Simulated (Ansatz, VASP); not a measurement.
## Ca3Ru: VASP beside Ansatz

```xyz
4
Lattice="4.7377 0.0000 0.0000 0.0000 4.7377 0.0000 0.0000 0.0000 4.7377" Properties=species:S:1:pos:R:3 pbc="T T T"
Ca    0.0000    2.3689    2.3689
Ca    2.3689    0.0000    2.3689
Ca    2.3689    2.3689    0.0000
Ru    0.0000    0.0000    0.0000
```

Alike in both runs: functional PBE; k mesh 4 × 4 × 4; occupations gaussian, width 0.1 eV; no spin polarisation.

Ansatz relaxed the structure, and its values are those at the end. VASP's run is a single point on that final structure, the one shown.

```csv
,VASP,Ansatz
version,VASP 6.6.1,Ansatz 0.2.0
potentials or method,"VASP PAW PBE potentials, release 64 (Ca_sv, Ru_pv), cutoff 520 eV","scalar-relativistic, plane waves, PAW"
valence electrons in the cell,44,46
```

|  | VASP | Ansatz | Ansatz less VASP |
| --- | --- | --- | --- |
| gap on the k mesh at the Fermi level (eV) | none | none | - |
| pressure (GPa) | 0.0 | -0.1 | -0.05 |

A gap of «none» marks a metal or a gap that the smearing closes. VASP's potentials hold 44 valence electrons a cell and Ansatz's 46, so a difference there can come from the potentials and not from the codes.
